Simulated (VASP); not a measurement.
## TiAl3: single point with PBEsol

The system is TiAl3.

```
CELL_PARAMETERS angstrom
3.95567 0.00000 0.00000
0.00000 3.95567 0.00000
0.00000 0.00000 3.91611
ATOMIC_POSITIONS crystal
Ti 0.00000 0.00000 0.00000
Al 0.00000 0.50000 0.50000
Al 0.50000 0.00000 0.50000
Al 0.50000 0.50000 0.00000
```

| Property | Result |
| --- | --- |
| Program | VASP 6.6.1 |
| Task | single point |
| Functional | PBEsol |
| Potentials or basis | VASP PAW PBE potentials, release 64 (Ti_sv, Al) |
| Cutoff | 520 eV |
| k mesh | 6 × 6 × 6 |
| Occupations | fermi-dirac, width 0.05 eV |
| Spin | no spin polarisation |
| Dipole correction | no |
| Further INCAR settings | ALGO = Fast; EDIFF = 1e-06; NBANDS = 18 |

```json
{"Pressure": "0.7 GPa", "Band gap on the k mesh": "zero (an odd number of electrons rules out a gap without spin polarisation)"}
```

Stress tensor (GPa, compression positive):
```
0.19 0.00 0.00
0.00 0.19 0.00
0.00 0.00 1.65
```

Levels at points of the mesh, in eV from the Fermi level:
| k point | band 8 | band 9 | band 10 | band 11 | band 12 | band 13 |
| --- | --- | --- | --- | --- | --- | --- |
| (0.00, 0.00, 0.00) | -2.16 | -2.16 | -2.00 | 0.19 | 0.22 | 0.22 |
| (0.50, 0.00, 0.00) | -2.16 | -2.16 | 0.46 | 0.77 | 0.91 | 0.98 |
| (0.50, 0.50, 0.00) | -5.02 | -1.17 | -1.17 | 0.74 | 0.91 | 1.18 |
| (0.00, 0.00, 0.50) | -2.25 | -2.18 | 0.45 | 0.78 | 0.78 | 1.06 |
| (0.50, 0.00, 0.50) | -5.01 | -1.25 | -1.22 | 0.66 | 0.94 | 1.13 |
| (0.50, 0.50, 0.50) | -4.96 | -3.47 | -3.47 | -3.42 | 0.25 | 1.24 |

Run time: 95 s on 1 thread of Intel Xeon 8259CL, with other jobs on the host, peak memory 0.19 GiB.

Caveat: the PAW data sets were made with another functional, which shifts forces and pressure a little.
